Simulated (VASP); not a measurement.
# Pt: single point with PBE+D3(BJ)

The system is Pt, a slab with vacuum.

```
Pt
1.0
     5.55573    0.00000    0.00000
     0.00000    5.55573    0.00000
     0.00000    0.00000   21.89274
Pt
16
Direct
  0.25000 0.25000 0.36542
  0.25000 0.75000 0.36542
  0.75000 0.25000 0.36542
  0.75000 0.75000 0.36542
  0.50000 0.50000 0.45514
  0.50000 0.00000 0.45514
  0.00000 0.50000 0.45514
  0.00000 0.00000 0.45514
  0.75000 0.75000 0.54370
  0.75000 0.25000 0.54370
  0.25000 0.75000 0.54370
  0.25000 0.25000 0.54370
  0.00000 0.00000 0.63127
  0.00000 0.50000 0.63127
  0.50000 0.00000 0.63127
  0.50000 0.50000 0.63127
```

```json
{
 "Program": "VASP 6.6.1",
 "Task": "single point",
 "Functional": "PBE",
 "Dispersion": "D3(BJ)",
 "Potentials or basis": "VASP PAW PBE potentials, release 64 (Pt)",
 "Cutoff": "520 eV",
 "k mesh": "4 × 4 × 1",
 "Occupations": "gaussian, width 0.1 eV",
 "Spin": "no spin polarisation"
}
```

```
Largest force              : 0.342 eV/Å
Band gap on the k mesh     : zero (bands 80 and 81 overlap by 0.54 eV)
Dispersion energy per atom : -0.549 eV
```

Forces in eV/Å, atoms in the order of the input:
```
Pt   0.000  0.000  0.342
Pt   0.000  0.000  0.342
Pt   0.000  0.000  0.342
Pt   0.000  0.000  0.342
Pt   0.000  0.000 -0.319
Pt   0.000  0.000 -0.319
Pt   0.000  0.000 -0.319
Pt   0.000  0.000 -0.319
Pt   0.000  0.000 -0.013
Pt   0.000  0.000 -0.013
Pt   0.000  0.000 -0.013
Pt   0.000  0.000 -0.013
Pt   0.000  0.000 -0.010
Pt   0.000  0.000 -0.010
Pt   0.000  0.000 -0.010
Pt   0.000  0.000 -0.010
```

Levels at points of the mesh, in eV from the Fermi level:
| k point | band 76 | band 77 | band 78 | band 79 | band 80 | band 81 | band 82 | band 83 | band 84 | band 85 |
| --- | --- | --- | --- | --- | --- | --- | --- | --- | --- | --- |
| (0.00, 0.00, 0.00) | -0.04 | 0.12 | 0.25 | 0.25 | 0.28 | 0.45 | 0.50 | 0.97 | 1.05 | 1.09 |
| (0.50, 0.00, 0.00) | -0.44 | 0.07 | 0.07 | 0.09 | 0.09 | 0.12 | 0.12 | 0.13 | 0.13 | 0.18 |
| (0.50, 0.50, 0.00) | -0.94 | -0.79 | -0.79 | -0.79 | -0.79 | 0.14 | 0.14 | 0.14 | 0.14 | 0.23 |

Wall time 20 min on 1 thread of Intel(R) Xeon(R) Platinum 8375C CPU @ 2.90GHz (Ice Lake) (shared host), peak memory 0.76 GiB.

Caveat: spin-orbit coupling is left out, which moves the levels of the heavy elements.
